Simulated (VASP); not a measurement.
Set up this calculation in VASP 6.6.1, as the native input.

* Task: single point
* Functional: LDA
* Potentials or basis: VASP PAW LDA potentials, release 64 (Pb_d, O)
* Cutoff: 520 eV
* k mesh: 7 × 7 × 6
* Occupations: fermi-dirac, width 0.03 eV
* Spin: no spin polarisation
* Dipole correction: no
* Further INCAR settings: ALGO = Normal; EDIFF = 1e-06; NBANDS = 28

The structure of PbO lies in POSCAR:

```
PbO
1.0
    3.9876040837      0.0000000000      0.0000000000
    0.0000000000      3.9876040837      0.0000000000
    0.0000000000      0.0000000000      5.0386845080
Pb O
2 2
Direct
    0.0000000000      0.5000000000      0.2351000000
    0.5000000000      0.0000000000      0.7649000000
    0.0000000000      0.0000000000      0.0000000000
    0.5000000000      0.5000000000      0.0000000000
```

This cell differs from its parent crystal: volume scaled by 1.01.

These files were run (other wordings do the same):

INCAR

```
PREC = Accurate
ENCUT = 520
EDIFF = 1E-6
ISMEAR = -1
SIGMA = 0.03
LREAL = F
LASPH = T
NELM = 80
ALGO = Normal
ISIF = 2
LWAVE = F
LCHARG = T
GGA = CA
LELF = T
LVHAR = T
NBANDS = 28
```

KPOINTS

```
Automatic mesh
0
Gamma
  7 7 6
```

Potentials or basis: VASP PAW LDA potentials, release 64 (Pb_d, O).

Command:

```bash
$ cat potpaw_LDA.64/Pb_d/POTCAR potpaw_LDA.64/O/POTCAR > POTCAR
$ mpirun -np 1 vasp_std > vasp.out
```

Results of the run:

| Item | Value |
| --- | --- |
| Pressure | -2.4 GPa |
| Largest force | 0.228 eV/Å |
| Band gap on the k mesh | 1.46 eV, indirect (least direct gap 2.21 eV) |

Caveat: spin-orbit coupling is left out, which moves the levels of the heavy elements.

Wall time 63 s on 1 thread of Intel(R) Xeon(R) Platinum 8488C (Sapphire Rapids), with other jobs on the host, peak memory 0.2 GiB.
